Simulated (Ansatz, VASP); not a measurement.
Mo2Se2S: VASP beside Ansatz

```
CELL_PARAMETERS angstrom
4.24604 0.00000 0.00000
-2.12302 3.67718 0.00000
0.00000 0.00000 7.90094
ATOMIC_POSITIONS crystal
Mo 0.00000 0.00000 0.15107
Mo 0.00000 0.00000 0.84893
Se 0.00000 0.00000 0.50000
Se 0.33333 0.66667 0.00000
S 0.66667 0.33333 0.50000
```

Alike in both runs: task relaxation of cell and atoms; functional PBE; k mesh 3 × 3 × 2; occupations gaussian, width 0.15 eV; collinear spin.

|  | VASP | Ansatz |
| --- | --- | --- |
| version | VASP 6.6.1 | Ansatz 0.2.0 |
| potentials or method | VASP PAW PBE potentials, release 64 (Mo_sv, Se, S), cutoff 500 eV | scalar-relativistic, plane waves, PAW |
| valence electrons in the cell | 46 | 66 |

```tsv
	VASP	Ansatz	Ansatz less VASP
gap on the k mesh at the Fermi level, each at its own relaxed structure (eV)	none	none	-
net moment per atom (μB)	0.52	0.48	-0.043
size of the moment on the site where the two differ most (μB)	1.02	0.65	-0.370
relaxed volume (Å³/atom)	24.94	24.99	+0.056
relaxed cell length with the largest relative difference (Å)	7.637	7.600	-0.0375
```

Site moments also hang on the region over which each program counts them. A gap of «none» marks a metal or a gap that the smearing closes. VASP's potentials hold 46 valence electrons a cell and Ansatz's 66, so a difference there can come from the potentials and not from the codes.

The k mesh is coarse, so the values compare programs but aren't converged.
